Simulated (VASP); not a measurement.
Write the native input for VASP 6.6.1 that does the following.

```yaml
Task: relaxation of cell and atoms
Functional: PBEsol
Potentials_or_basis: VASP PAW PBE potentials, release 64 (Si)
Cutoff: 600 eV
k_mesh: 18 × 18 × 18
Occupations: fermi-dirac, width 0.1 eV
Spin: no spin polarisation
Target_pressure: 160 GPa
Dipole_correction: no
Further_INCAR_settings: ALGO = Normal; EDIFF = 1e-07; IBRION = 2; EDIFFG = -0.005; NSW = 60; ISIF = 3
```

The structure of Si lies in POSCAR:

```
Si
1.0
    2.0373835687      0.0000000000      0.0000000000
    0.0000000000      2.0373835687      0.0000000000
    0.0000000000      0.0000000000      2.0373835687
Si
1
Direct
    0.0000000000      0.0000000000      0.0000000000
```

These files were run (other wordings do the same):

INCAR

```
SYSTEM = Si
ALGO = Normal ; EDIFF = 1E-7
EDIFFG = -0.005 ; ENCUT = 600
GGA = PS ; IBRION = 2
ISIF = 3 ; ISMEAR = -1
LASPH = .TRUE. ; LCHARG = .FALSE.
LREAL = .FALSE. ; LWAVE = .FALSE.
NELM = 80 ; NSW = 60
PREC = Accurate ; PSTRESS = 1600.0
SIGMA = 0.1
```

KPOINTS

```
k-points
0
G
  18 18 18
  0 0 0
```

Potentials or basis: VASP PAW PBE potentials, release 64 (Si).

Launch:

```sh
$ cat potpaw_PBE.64/Si/POTCAR > POTCAR
$ mpirun -np 1 vasp_std > vasp.out
```

It gave:

The relaxed volume is 9.39 Å³/atom, the relaxed cell is a = 2.110 Å, b = 2.110 Å, c = 2.110 Å, α = 90.00°, β = 90.00°, γ = 90.00° and the space group after relaxing (to 0.05 Å) is Pm-3m (No. 221). The energy change on relaxing (the enthalpy is what falls) is -1134.7 meV/atom, the ionic steps are 18 and the pressure after relaxing is 160.1 GPa. The band gap on the k mesh is zero (band 2 reaches 23.97 eV, above the bottom of band 3 at 14.56 eV).

Caveat: the cell is relaxed towards a set pressure, so the enthalpy falls and the energy may rise; the PAW data sets were made with another functional, which shifts forces and pressure a little.

It took 44 s on 1 thread of Intel Xeon 8259CL (shared host), peak memory 0.12 GiB.
